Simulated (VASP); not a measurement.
Here is a VASP 6.6.1 calculation.

The input POSCAR:

```
Ag
1.0
   -1.6218556592      1.6218556592      1.6218556592
    1.6218556592     -1.6218556592      1.6218556592
    1.6218556592      1.6218556592     -1.6218556592
Ag
1
Direct
    0.0000000000      0.0000000000      0.0000000000
```

Contents of INCAR.step1:

```
ALGO     = Normal         # electronic algorithm
EDIFF    = 1E-5           # SCF threshold, eV
ENCUT    = 520            # plane-wave cutoff, eV
GGA      = PE             # functional
ISIF     = 2              # what is computed and relaxed
ISMEAR   = -1             # smearing method
LASPH    = True           # aspherical terms in the spheres
LCHARG   = False          # write CHGCAR
LREAL    = False          # projectors in reciprocal space
LWAVE    = True           # write WAVECAR
NBANDS   = 12             # bands
NELM     = 80             # most SCF steps
PREC     = Accurate       # precision mode
SIGMA    = 0.05           # smearing width, eV
```

Contents of INCAR.step2:

```
ALGO     = Normal         # electronic algorithm
EDIFF    = 1E-7           # SCF threshold, eV
ENCUT    = 520            # plane-wave cutoff, eV
GGA      = PE             # functional
HFSCREEN = 0.2079         # screening, 1/A
ISIF     = 2              # what is computed and relaxed
ISMEAR   = -1             # smearing method
ISTART   = 1            
LASPH    = True           # aspherical terms in the spheres
LCHARG   = False          # write CHGCAR
LHFCALC  = True           # exact exchange
LREAL    = False          # projectors in reciprocal space
LWAVE    = False          # write WAVECAR
NBANDS   = 12             # bands
NELM     = 80             # most SCF steps
PREC     = Accurate       # precision mode
PRECFOCK = Normal       
SIGMA    = 0.05           # smearing width, eV
```

Contents of KPOINTS:

```
k-points
0
Gamma
  6 6 6
```

Potentials or basis: VASP PAW PBE potentials, release 64 (Ag).

Run with:

```console
$ cat potpaw_PBE.64/Ag/POTCAR > POTCAR
$ cp INCAR.step1 INCAR
$ mpirun -np 1 vasp_std > vasp.out
$ cp INCAR.step2 INCAR
$ mpirun -np 1 vasp_std > vasp.out
```

Predict the pressure.

4.8 GPa.

Caveat: the k points lie up to 0.46 Å⁻¹ apart; the PAW data sets were made with another functional, which shifts forces and pressure a little.
